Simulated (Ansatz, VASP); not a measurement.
# One calculation of Y, two programs

INCAR

```
SYSTEM = Y
PREC = Accurate ; ENCUT = 520
EDIFF = 1E-6 ; ISMEAR = -1
SIGMA = 0.1 ; LREAL = .False.
LASPH = .True. ; NELM = 80
ALGO = Normal ; ISIF = 2
LWAVE = .False. ; LCHARG = .False.
GGA = CA ; NBANDS = 24
```

Contents of KPOINTS:

```
regular mesh
0
Gamma
  8 8 10
  0 0 0
```

File POSCAR:

```
Y
1.0
    5.3260282863      0.0000000000      0.0000000000
   -2.6630141431      4.6124757972      0.0000000000
    0.0000000000      0.0000000000      3.3160137279
Y
3
Direct
    0.0000000000      0.0000000000      0.0000000000
    0.3333333333      0.6666666667      0.5000000000
    0.6666666667      0.3333333333      0.5000000000
```

Input for Ansatz:

```yaml
crystal:
  lattice:
    - [5.3260282863, 0.0, 0.0]
    - [-2.6630141431, 4.6124757972, 0.0]
    - [0.0, 0.0, 3.3160137279]
  atoms:
    - { symbol: "Y", position: [0.0, 0.0, 0.0] }
    - { symbol: "Y", position: [0.3333333333, 0.6666666667, 0.5] }
    - { symbol: "Y", position: [0.6666666667, 0.3333333333, 0.5] }
hamiltonian:
  xc: lda
  pseudopotentials:
    kind: paw
    azcp:
      "Y": "pseudopotentials/Y.paw.azcp"
basis:
  ecutwfc: 420
  fft_grid_basis: typed
kpoints:
  mp_grid: { grid: [8, 8, 10], shift: [0, 0, 0] }
magnetization:
  spin_polarized: false
scf:
  occupations: { method: fermi_dirac, width: 0.1 }
  lower_state_search: "off"
output:
  stress: true
```

Alike in both runs: task single point; functional LDA; k mesh 8 × 8 × 10; occupations fermi-dirac, width 0.1 eV; no spin polarisation.

|  | VASP | Ansatz |
| --- | --- | --- |
| version | VASP 6.6.1 | Ansatz 0.2.0 |
| potentials or method | VASP PAW LDA potentials, release 64 (Y_sv), cutoff 520 eV | plane waves (420 eV) with PAW, scalar-relativistic |
| valence electrons in the cell | 33 | 33 |

|  | VASP | Ansatz | Ansatz less VASP |
| --- | --- | --- | --- |
| pressure (GPa) | 4.0 | 4.2 | +0.19 |
| traceless stress, the component that is largest in VASP (GPa) | -0.36 | -0.34 | +0.016 |

Ansatz warns that its potentials were made for another functional, while VASP's fit it. LDA's correlation is that of Perdew and Zunger in VASP and of Perdew and Wang (1992) in Ansatz.
